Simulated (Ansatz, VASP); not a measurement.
## Rb in VASP and in Ansatz

```
CELL_PARAMETERS angstrom
-5.01295 0.01018 -0.00024
-0.00039 -0.01164 -8.09462
0.01764 -8.47448 -0.01233
ATOMIC_POSITIONS crystal
Rb 0.49886 0.74989 0.17075
Rb 0.99817 0.75008 0.67074
Rb 0.00179 0.24994 0.32924
Rb 0.50118 0.25009 0.82927
```

Change from the starting cell: all atoms moved at random, sigma 0.1 Å a component; relaxed back.

Alike in both runs: functional PBE; dispersion D3(BJ); k mesh 8 × 4 × 4; occupations gaussian, width 0.15 eV; no spin polarisation.

Ansatz relaxed the structure, and its values are those at the end. VASP's run is a single point on that final structure, the one shown.

|  | VASP | Ansatz |
| --- | --- | --- |
| version | VASP 6.6.1 | Ansatz 0.2.0 |
| potentials or method | VASP PAW PBE potentials, release 64 (Rb_sv), cutoff 520 eV | scalar-relativistic, plane waves, PAW |
| valence electrons in the cell | 36 | 36 |

```csv
,VASP,Ansatz,Ansatz less VASP
gap on the k mesh at the Fermi level (eV),none,none,-
pressure (GPa),0.0,0.0,0.00
```

A gap of «none» marks a metal or a gap that the smearing closes.
